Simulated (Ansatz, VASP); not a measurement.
# One calculation of InAs, two programs

The input INCAR:

```
PREC = Accurate ; ENCUT = 520
EDIFF = 1E-6 ; ISMEAR = 0
SIGMA = 0.15 ; LREAL = False
LASPH = True ; NELM = 100
ALGO = Normal ; ISIF = 2
LWAVE = False ; LCHARG = True
GGA = PE ; LELF = True
LVHAR = True ; NBANDS = 16
```

Contents of KPOINTS:

```
regular mesh
0
Gamma
  12 12 12
```

Contents of POSCAR:

```
InAs
1.0
    0.0000000000      3.0934008768      3.0934008768
    3.0934008768      0.0000000000      3.0934008768
    3.0934008768      3.0934008768      0.0000000000
In As
1 1
Direct
    0.0000000000      0.0000000000      0.0000000000
    0.7500000000      0.7500000000      0.7500000000
```

Input for Ansatz:

```yaml
crystal:
  lattice:
    - [0.0, 3.0934008768, 3.0934008768]
    - [3.0934008768, 0.0, 3.0934008768]
    - [3.0934008768, 3.0934008768, 0.0]
  atoms:
    - { symbol: In, position: [0.0, 0.0, 0.0] }
    - { symbol: As, position: [0.75, 0.75, 0.75] }
basis:
  ecutwfc: 420
kpoints:
  mp_grid: { grid: [12, 12, 12] }
hamiltonian:
  xc: pbe
  pseudopotentials: { kind: paw, azcp: { folder: soft_1 } }
scf:
  occupations: { method: gaussian, width: 0.15 }
output:
  forces: true
  stress: true
  eigenvalues: true
  write_density: true
  write_potential: true
  elf: true
  volumetric_format: npy
```

Alike in both runs: task single point; functional PBE; k mesh 12 × 12 × 12; occupations gaussian, width 0.15 eV; no spin polarisation.

|  | VASP | Ansatz |
| --- | --- | --- |
| version | VASP 6.6.1 | Ansatz 0.2.0 |
| potentials or method | VASP PAW PBE potentials, release 64 (In_d, As), cutoff 520 eV | scalar-relativistic, plane waves, PAW |
| valence electrons in the cell | 18 | 28 |

|  | VASP | Ansatz | Ansatz less VASP |
| --- | --- | --- | --- |
| gap on the k mesh at the Fermi level (eV) | none | none | - |
| pressure (GPa) | 0.0 | 0.0 | -0.04 |

A gap of «none» marks a metal or a gap that the smearing closes. VASP's potentials hold 18 valence electrons a cell and Ansatz's 28, so a difference there can come from the potentials and not from the codes.
